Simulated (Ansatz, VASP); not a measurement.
## Two plane-wave programs on Re

The input INCAR:

```
SYSTEM = Re
PREC = Accurate ; ENCUT = 520
EDIFF = 1E-7 ; ISMEAR = 0
SIGMA = 0.1 ; LREAL = .False.
LASPH = .True. ; NELM = 60
ALGO = Fast ; ISIF = 2
LWAVE = .False. ; LCHARG = .True.
GGA = PS ; LELF = .True.
LVHAR = .True. ; NBANDS = 22
```

The input KPOINTS:

```
Automatic mesh
0
Gamma
  15 15 4
  0 0 0
```

POSCAR

```
Re
1.0
    2.7663873939      0.0000000000      0.0000000000
   -1.3831936969      2.3957617598      0.0000000000
    0.0000000000      0.0000000000      8.9388451600
Re
4
Direct
    0.0000000000      0.0000000000      0.0000000000
    0.3333333300      0.6666666700      0.2500000000
    0.0000000000      0.0000000000      0.5000000000
    0.6768702092      0.3506388905      0.7410760284
```

Input for Ansatz:

```yaml
crystal:
  lattice:
    - [2.7663873939, 0.0, 0.0]
    - [-1.3831936969, 2.3957617598, 0.0]
    - [0.0, 0.0, 8.93884516]
  atoms:
    - { symbol: Re, position: [0.0, 0.0, 0.0] }
    - { symbol: Re, position: [0.33333333, 0.66666667, 0.25] }
    - { symbol: Re, position: [0.0, 0.0, 0.5] }
    - { symbol: Re, position: [0.6768702092, 0.3506388905, 0.7410760284] }
basis:
  ecutwfc: 420
kpoints:
  mp_grid: { grid: [15, 15, 4] }
hamiltonian:
  xc: pbesol
scf:
  occupations: { method: gaussian, width: 0.1 }
output:
  forces: true
  stress: true
  eigenvalues: true
  populations: true
```

Change from the starting cell: one atom moved.

Alike in both runs: task single point; functional PBEsol; k mesh 15 × 15 × 4; occupations gaussian, width 0.1 eV; no spin polarisation.

```csv
,VASP,Ansatz
version,VASP 6.6.1,Ansatz 0.2.0
potentials or method,"VASP PAW PBE potentials, release 64 (Re), cutoff 520 eV","scalar-relativistic, plane waves, PAW"
valence electrons in the cell,28,60
```

```csv
,VASP,Ansatz,Ansatz less VASP
gap on the k mesh at the Fermi level (eV),none,none,-
pressure (GPa),-6.2,-6.1,+0.11
"traceless stress, the component that is largest in VASP (GPa)",0.46,0.45,-0.014
rms of the force components (eV/Å),0.349,0.354,+0.0048
```

VASP's potentials were made for PBE, not for PBEsol. Atom by atom the forces differ by 0.009 eV/Å (rms over components). A gap of «none» marks a metal or a gap that the smearing closes. VASP's potentials hold 28 valence electrons a cell and Ansatz's 60, so a difference there can come from the potentials and not from the codes.

Spin-orbit coupling is off throughout.
